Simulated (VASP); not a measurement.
# Mo (Im-3m) in VASP: notebook

The runs below take Mo through single point, relaxation of volume and atoms at fixed shape, with PBEsol.

All numbers are computed with VASP 6.6.1; they aren't measurements. Logs are shortened: lines on timing, memory, paths and dates and some standing lists are left out, and cuts for length are marked.

### 1 The cell of the first run

Symmetry: Im-3m, No. 229, cubic system. Conventional cell: a = 3.128 Å, b = 3.128 Å, c = 3.128 Å, α = 90.00°, β = 90.00°, γ = 90.00°. Mo (site symmetry m-3m) has 14 Mo at 2.71 to 3.13 Å within 3.6 Å.

### 2 Single point, PBEsol

Contents of INCAR:

```
PREC = Accurate
ENCUT = 520
EDIFF = 1E-6
ISMEAR = -1
SIGMA = 0.05
LREAL = False
LASPH = True
NELM = 60
ALGO = Normal
ISIF = 2
LWAVE = False
LCHARG = False
GGA = PS
NBANDS = 13
```

Contents of KPOINTS:

```
regular mesh
0
Gamma
  9 9 9
```

Contents of POSCAR:

```
Mo
1.0
   -1.5641817273      1.5641817273      1.5641817273
    1.5641817273     -1.5641817273      1.5641817273
    1.5641817273      1.5641817273     -1.5641817273
Mo
1
Direct
    0.0000000000      0.0000000000      0.0000000000
```

Potentials or basis: VASP PAW PBE potentials, release 64 (Mo_sv).

On the command line:

```console
> cat potpaw_PBE.64/Mo_sv/POTCAR > POTCAR
> mpirun -np 1 vasp_std > vasp.out
```

OUTCAR:

```text
PREC = Accurate
   ENCUT = 520
   EDIFF = 1E-6
   ISMEAR = -1
   LREAL = False
   LASPH = True
   NELM = 60
   ISIF = 2
   GGA = PS

 ion  position               nearest neighbor table
   1  0.000  0.000  0.000-

  LATTYP: Found a body centered cubic cell.
 ALAT       =     3.1283634546

  Lattice vectors:

 A1 = (  -1.5641817273,   1.5641817273,   1.5641817273)
 A2 = (   1.5641817273,  -1.5641817273,   1.5641817273)
 A3 = (   1.5641817273,   1.5641817273,  -1.5641817273)

Analysis of symmetry for initial positions (statically):
=====================================================================
 Subroutine PRICEL returns:
 Original cell was already a primitive cell.

 Routine SETGRP: Setting up the symmetry group for a
 body centered cubic supercell.

 Subroutine GETGRP returns: Found 48 space group operations
 (whereof 48 operations were pure point group operations)
 out of a pool of 48 trial point group operations.

The static configuration has the point symmetry O_h .

Analysis of symmetry for dynamics (positions and initial velocities):
=====================================================================
 Subroutine PRICEL returns:
 Original cell was already a primitive cell.

 Routine SETGRP: Setting up the symmetry group for a
 body centered cubic supercell.

 Subroutine GETGRP returns: Found 48 space group operations
 (whereof 48 operations were pure point group operations)
 out of a pool of 48 trial point group operations.

The dynamic configuration has the point symmetry O_h .

 Subroutine INISYM returns: Found 48 space group operations
 (whereof 48 operations are pure point group operations),
 and found     1 'primitive' translations

----------------------------------------------------------------------------------------

                                     Primitive cell

  volume of cell :      15.3081

  direct lattice vectors                    reciprocal lattice vectors
    -1.564181727  1.564181727  1.564181727     0.000000000  0.319655953  0.319655953
     1.564181727 -1.564181727  1.564181727     0.319655953  0.000000000  0.319655953
     1.564181727  1.564181727 -1.564181727     0.319655953  0.319655953  0.000000000

  length of vectors
     2.709242224  2.709242224  2.709242224     0.452061783  0.452061783  0.452061783

  position of ions in fractional coordinates (direct lattice)
     0.000000000  0.000000000  0.000000000

  ion indices of the primitive-cell ions
   primitive index   ion index
                 1           1

----------------------------------------------------------------------------------------

 KPOINTS: regular mesh

Automatic generation of k-mesh.
 Grid dimensions read from file:
 generate k-points for:    9    9    9

 Generating k-lattice:

  Cartesian coordinates                     Fractional coordinates (reciprocal lattice)
     0.000000000  0.035517328  0.035517328     0.111111111  0.000000000  0.000000000
     0.035517328  0.000000000  0.035517328     0.000000000  0.111111111  0.000000000
     0.035517328  0.035517328  0.000000000     0.000000000  0.000000000  0.111111111

  Length of vectors
     0.050229087  0.050229087  0.050229087

  Shift w.r.t. Gamma in fractional coordinates (k-lattice)
     0.000000000  0.000000000  0.000000000

 Subroutine IBZKPT returns following result:
 ===========================================

 Found     35 irreducible k-points:

 Following reciprocal coordinates:
            Coordinates               Weight
  0.000000  0.000000  0.000000      1.000000
  0.111111  0.000000  0.000000     12.000000
  0.222222  0.000000  0.000000     12.000000
  0.333333  0.000000  0.000000     12.000000
  0.444444  0.000000  0.000000     12.000000
  0.111111  0.111111  0.000000     24.000000
[... 16 lines left out ...]
 -0.333333  0.444444  0.111111     48.000000
 -0.444444 -0.444444  0.111111     24.000000
 [... further k-points ...]
   k-points           NKPTS =     35   k-points in BZ     NKDIM =     35   number of bands    NBANDS=     13
   number of dos      NEDOS =    301   number of ions     NIONS =      1
   total plane-waves  NPLWV =   8000
   dimension x,y,z NGX =    20 NGY =   20 NGZ =   20
   dimension x,y,z NGXF=    40 NGYF=   40 NGZF=   40
   ions per type =               1
   NGX,Y,Z   is equivalent  to a cutoff of  12.27, 12.27, 12.27 a.u.
   NGXF,Y,Z  is equivalent  to a cutoff of  24.55, 24.55, 24.55 a.u.
 SYSTEM =  unknown system
   PREC   = accura    normal or accurate (medium, high low for compatibility)
   ISTART =      0    job   : 0-new  1-cont  2-samecut
   ICHARG =      2    charge: 1-file 2-atom 10-const
   ISPIN  =      1    spin polarized calculation?
   LNONCOLLINEAR =      F non collinear calculations
   LSORBIT =      F    spin-orbit coupling
   LASPH  =      T    aspherical Exc in radial PAW
   ENCUT  =  520.0 eV  38.22 Ry    6.18 a.u.   5.04  5.04  5.04*2*pi/ulx,y,z
   NELM   =     60;   NELMIN=  2; NELMDL= -5     # of ELM steps
   EDIFF  = 0.1E-05   stopping-criterion for ELM
   LREAL  =      F    real-space projection
   EDIFFG = 0.1E-04   stopping-criterion for IOM
   NSW    =      0    number of steps for IOM
   IBRION =     -1    ionic relax: 0-MD 1-quasi-New 2-CG
   NFREE  =      0    steps in history (QN), initial steepest desc. (CG)
   ISIF   =      2    stress and relaxation
   ISYM   =      2    0-nonsym 1-usesym 2-fastsym
   POTIM  = 0.5000    time-step for ionic-motion
   TEBEG  =    0.0;   TEEND  =   0.0 temperature during run
   PSTRESS=    0.0 pullay stress
   NELECT =      14.0000    total number of electrons
   NUPDOWN=      -1.0000    fix difference up-down
   EMIN   =  10.00;   EMAX   =-10.00  energy-range for DOS
   EFERMI =   0.00;   METHOD = LEGACY
   ISMEAR =    -1;   SIGMA  =   0.05  broadening in eV -4-tet -1-fermi 0-gaus
   EFERMI_NEDOS =   21; number of points for ismear=-14 and -15
   IALGO  =     38    algorithm
   IMIX   =      4    mixing-type and parameters
     AMIX     =   0.40;   BMIX     =  1.00
     AMIX_MAG =   1.60;   BMIX_MAG =  1.00
  volume/ion in A,a.u.               =      15.31       103.30
  Fermi-wavevector in a.u.,A,eV,Ry     =   1.589072  3.002911 34.356759  2.525151
  Thomas-Fermi vector in A             =   2.687978
   LORBIT       =      0    0 simple, 1 ext, 2 COOP (PROOUT), +10 PAW based schemes
   GGA     = PS    functional components
   LHFCALC =     F    Hartree Fock is set to
   AEXX    =    0.0000 exact exchange contribution
   IVDW    =     0    specifies the selected vdW correction
   LEPSILON=     F    determine dielectric tensor
   LRPA    =     F    only Hartree local field effects (RPA)
 non-spin polarized calculation
  energy-cutoff  :      520.00
  volume of cell :       15.31
 maximum number of plane-waves:       426
   NGX =  9   NGY =  9   NGZ =  9

 number of electron      13.9999998 magnetization

 Free energy of the ion-electron system (eV)
  ---------------------------------------------------
  ext. energy  EPLUGINS =         0.00000000
  ---------------------------------------------------
  free energy    TOTEN  =       -11.79733701 eV

  energy without entropy =      -11.79218209  energy(sigma->0) =      -11.79475955

 E-fermi :  12.7519     XC(G=0): -13.6485

 val. band max:       12.7427603209   @ k =  -0.3333   0.3333   0.2222
 cond. band min:      12.9761738098   @ k =  -0.4444   0.4444   0.2222
 fundamental gap:      0.2334134889
 Fermi energy:        12.7519304398

 k-point     1 :       0.0000    0.0000    0.0000
  band No.  band energies     occupation
      1     -48.4026      2.00000
      2     -21.6390      2.00000
      3     -21.6390      2.00000
      4     -21.6390      2.00000
      5       5.4509      2.00000
      6      11.3899      2.00000
      7      11.3899      2.00000
      8      11.3899      2.00000
      9      14.4858      0.00000
     10      14.4858      0.00000
     11      27.6435      0.00000
     12      27.6435      0.00000
     13      27.6435      0.00000

 k-point     2 :       0.1111    0.0000    0.0000
  band No.  band energies     occupation
      1     -48.3694      2.00000
      2     -21.8272      2.00000
      3     -21.6969      2.00000
      4     -21.6405      2.00000
      5       5.9932      2.00000
      6      11.0856      2.00000
      7      11.3197      2.00000
      8      11.9143      2.00000
      9      14.0981      0.00000
     10      14.4982      0.00000
     11      28.0151      0.00000
     12      28.5737      0.00000
     13      28.6600      0.00000

 k-point     3 :       0.2222    0.0000    0.0000
  band No.  band energies     occupation
      1     -48.2845      2.00000
      2     -22.2880      2.00000
      3     -21.8410      2.00000
      4     -21.6445      2.00000
      5       7.2016      2.00000
      6      10.3999      2.00000
      7      11.1271      2.00000
      8      13.3976      0.00000
      9      13.8822      0.00000
     10      14.6010      0.00000
     11      27.9987      0.00000
     12      29.5212      0.00000
     13      31.0956      0.00000
[... 305 lines left out ...]
 k-point    23 :      -0.3333    0.4444    0.1111
  band No.  band energies     occupation
      1     -48.0936      2.00000
      2     -22.8764      2.00000
      3     -22.2734      2.00000
      4     -21.8789      2.00000
      5       8.5976      2.00000
      6       9.9609      2.00000
      7      11.0377      2.00000
      8      13.4207      0.00000
      9      15.7743      0.00000
     10      18.2200      0.00000
     11      25.6728      0.00000
     12      28.0647      0.00000
     13      30.5238      0.00000

 k-point    24 :      -0.4444   -0.4444    0.1111
  band No.  band energies     occupation
      1     -48.0632      2.00000
      2     -22.9894      2.00000
      3     -22.3500      2.00000
      4     -21.8780      2.00000
      5       8.3388      2.00000
      6      10.2110      2.00000
      7      10.8766      2.00000
      8      13.5710      0.00000
      9      16.5920      0.00000
     10      20.0955      0.00000
     11      23.9844      0.00000
     12      26.9044      0.00000
     13      29.6110      0.00000

 [... further k-points ...]

------------------------ aborting loop because EDIFF is reached ----------------------------------------

  FORCE on cell =-STRESS in cart. coord.  units (eV):
  Direction    XX          YY          ZZ          XY          YZ          ZX
  --------------------------------------------------------------------------------------
  -------------------------------------------------------------------------------------
  Total        0.0550534      0.0550534      0.0550534      0.0000000      0.0000000      0.0000000
  in kB        5.7619947      5.7619947      5.7619947      0.0000000      0.0000000      0.0000000
  external PRESSURE =       5.7619947 kB  Pullay stress =       0.0000000 kB

 VOLUME and BASIS-vectors are now :
 -----------------------------------------------------------------------------
  energy-cutoff  :      520.00
  volume of cell :       15.31
      direct lattice vectors                 reciprocal lattice vectors
    -1.564181727  1.564181727  1.564181727     0.000000000  0.319655953  0.319655953
     1.564181727 -1.564181727  1.564181727     0.319655953  0.000000000  0.319655953
     1.564181727  1.564181727 -1.564181727     0.319655953  0.319655953  0.000000000

 POSITION                                       TOTAL-FORCE (eV/Angst)
 -----------------------------------------------------------------------------------
      0.00000      0.00000      0.00000         0.000000     -0.000000      0.000000
 -----------------------------------------------------------------------------------
    total drift:                                0.000000     -0.000000     -0.000000

  FREE ENERGIE OF THE ION-ELECTRON SYSTEM (eV)
  ---------------------------------------------------
  free  energy   TOTEN  =       -11.7973370087 eV

  energy  without entropy=      -11.7921820883  energy(sigma->0) =      -11.79475955
```

It took 8.7 s on 1 thread of AMD EPYC 7R13, shared host; peak memory 0.09 GiB.

What came out:

```
Free energy            : -11.7973 eV
Pressure               : 0.6 GPa
Band gap on the k mesh : zero (bands 7 and 8 overlap by 4.78 eV)
```

Caveat: the PAW data sets were made with another functional, which shifts forces and pressure a little.

### 3 Relaxation of volume and atoms at fixed shape, PBEsol

This run uses another cell than the first one, of 15.58 Å³/atom.

Contents of INCAR:

```
PREC = Accurate
ENCUT = 600
EDIFF = 1E-7
ISMEAR = -1
SIGMA = 0.05
LREAL = F
LASPH = T
NELM = 60
ALGO = Normal
ISIF = 8
LWAVE = F
LCHARG = F
GGA = PS
IBRION = 2
NSW = 60
EDIFFG = -0.01
```

Contents of KPOINTS:

```
Automatic mesh
0
Gamma
  9 9 9
```

Contents of POSCAR:

```
Mo
1.0
   -1.5734150000      1.5734150000      1.5734150000
    1.5734150000     -1.5734150000      1.5734150000
    1.5734150000      1.5734150000     -1.5734150000
Mo
1
Direct
    0.0000000000      0.0000000000      0.0000000000
```

Potentials or basis: VASP PAW PBE potentials, release 64 (Mo_sv).

On the command line:

```console
> cat potpaw_PBE.64/Mo_sv/POTCAR > POTCAR
> mpirun -np 1 vasp_std > vasp.out
```

It took 30 s on 1 thread of AMD EPYC 7R13, shared host; peak memory 0.12 GiB.

It converged, with:

| Quantity | Value |
| --- | --- |
| Free energy | -11.7978 eV |
| Relaxed volume | 15.34 Å³/atom |
| Relaxed cell | a = 2.711 Å, b = 2.711 Å, c = 2.711 Å, α = 109.47°, β = 109.47°, γ = 109.47° |
| Space group after relaxing (to 0.1 Å) | Im-3m (No. 229) |
| Energy gained by relaxing | 3.4 meV/atom |
| Ionic steps | 3 |
| Pressure after relaxing | -0.1 GPa |
| Band gap on the k mesh | zero (bands 7 and 8 overlap by 4.77 eV) |

Step by step:
| step | energy change (eV) | largest force (eV/Å) | pressure (GPa) | volume (Å³) |
| --- | --- | --- | --- | --- |
| 1 | 0.0000 | 0.0000 | -4.40 | 15.58 |
| 2 | 0.0273 | 0.0000 | 14.71 | 14.64 |
| 3 | -0.0034 | 0.0000 | -0.08 | 15.34 |

Final structure:
```
Mo
1.0
    -1.56521    1.56521    1.56521
     1.56521   -1.56521    1.56521
     1.56521    1.56521   -1.56521
Mo
1
Direct
  0.00000 0.00000 0.00000
```

Levels at points of the mesh, in eV from the Fermi level:
```
           k point  band 3  band 4  band 5  band 6  band 7  band 8  band 9  band 10  band 11
(0.00, 0.00, 0.00)  -34.40  -34.40   -7.30   -1.36   -1.36   -1.36    1.73     1.73    14.89
```

Caveat: the PAW data sets were made with another functional, which shifts forces and pressure a little.
